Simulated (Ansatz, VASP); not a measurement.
**AlN in VASP and in Ansatz**

```
Al N
1.0
    -3.31348    0.00000    0.00000
     0.00000    0.00000   -4.18759
     0.00000   -5.73911    0.00000
Al N
4 4
Direct
  0.52221 0.25000 0.16667
  0.97779 0.25000 0.66667
  0.02221 0.75000 0.33333
  0.47779 0.75000 0.83333
  0.52140 0.75000 0.16667
  0.97860 0.75000 0.66667
  0.02140 0.25000 0.33333
  0.47860 0.25000 0.83333
```

Change from the starting cell: mode 4 frozen in at -0.074 Å and mode 5 at +0.000 Å (largest displacements).

Alike in both runs: task single point; functional PBE; k mesh 8 × 6 × 4; occupations gaussian, width 0.05 eV; no spin polarisation.

```csv
,VASP,Ansatz
version,VASP 6.6.1,Ansatz 0.2.0
potentials or method,"VASP PAW PBE potentials, release 64 (Al, N), cutoff 520 eV","scalar-relativistic, plane waves, PAW"
valence electrons in the cell,32,32
```

|  | VASP | Ansatz | Ansatz less VASP |
| --- | --- | --- | --- |
| gap on the k mesh at the Fermi level (eV) | 3.24 | 3.24 | -0.009 |
| least direct gap on the mesh (eV) | 3.24 | 3.24 | -0.009 |
| pressure (GPa) | -0.5 | -0.3 | +0.18 |
| traceless stress, the component that is largest in VASP (GPa) | -0.08 | -0.03 | +0.055 |
| rms of the force components (eV/Å) | 0.107 | 0.106 | -0.0007 |

Atom by atom the forces differ by 0.001 eV/Å (rms over components). The functional is the same, so the differences come from potentials, cutoffs and numerics.
